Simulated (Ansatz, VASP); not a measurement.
CdO in VASP and in Ansatz

File POSCAR:

```
CdO
1.0
    0.0000000000      2.3453409452      2.3453409452
    2.3453409452      0.0000000000      2.3453409452
    2.3453409452      2.3453409452      0.0000000000
Cd O
1 1
Direct
    0.0000000000      0.0000000000      0.0000000000
    0.5000000000      0.5000000000      0.5000000000
```

INCAR.step1

```
ALGO = Normal
EDIFF = 1E-5
ENCUT = 520
GGA = PE
GGA_COMPAT = F
ISIF = 2
ISMEAR = 0
LASPH = T
LCHARG = F
LREAL = F
LWAVE = T
NBANDS = 16
NELM = 120
PREC = Accurate
SIGMA = 0.1
```

INCAR.step2

```
AEXX = 0.25
ALGO = Normal
EDIFF = 1E-6
ENCUT = 520
GGA = PE
GGA_COMPAT = F
ISIF = 2
ISMEAR = 0
ISTART = 1
LASPH = T
LCHARG = F
LHFCALC = T
LREAL = F
LWAVE = F
NBANDS = 16
NELM = 120
PREC = Accurate
PRECFOCK = Normal
SIGMA = 0.1
```

File KPOINTS:

```
k-points
0
Gamma
  6 6 6
```

Input for Ansatz:

```yaml
crystal:
  lattice:
    - [0.0, 2.3453409452, 2.3453409452]
    - [2.3453409452, 0.0, 2.3453409452]
    - [2.3453409452, 2.3453409452, 0.0]
  atoms:
    - { symbol: Cd, position: [0.0, 0.0, 0.0] }
    - { symbol: O, position: [0.5, 0.5, 0.5] }
basis:
  ecutwfc: 420
kpoints:
  mp_grid: { grid: [6, 6, 6] }
  band_path:
    path:
      - [0.0, 0.0, 0.0]
      - [0.5, 0.0, 0.5]
      - [0.625, 0.25, 0.625]
      - [0.375, 0.375, 0.75]
      - [0.5, 0.5, 0.5]
      - [0.5, 0.25, 0.75]
      - [0.0, 0.0, -0.5]
    npoints: 1
hamiltonian:
  xc: pbe0
scf:
  occupations: { method: gaussian, width: 0.1 }
  n_extra_bands: 4
output:
  eigenvalues: true
  write_density: true
  write_potential: true
  elf: true
  volumetric_format: npy
```

Alike in both runs: task single point; functional PBE0; k mesh 6 × 6 × 6; occupations gaussian, width 0.1 eV; no spin polarisation.

|  | VASP | Ansatz |
| --- | --- | --- |
| version | VASP 6.6.1 | Ansatz 0.2.0 |
| potentials or method | VASP PAW PBE potentials, release 64 (Cd, O), cutoff 520 eV | scalar-relativistic, plane waves, PAW |
| valence electrons in the cell | 18 | 26 |

VASP gave:

```
gap on the k mesh at the Fermi level (eV) : 1.60
least direct gap on the mesh (eV)         : 2.96
```

Q: Which values does Ansatz return?

A: gap on the k mesh at the Fermi level (eV): 1.60; least direct gap on the mesh (eV): 3.00.

VASP's potentials hold 18 valence electrons a cell and Ansatz's 26, so a difference there can come from the potentials and not from the codes.
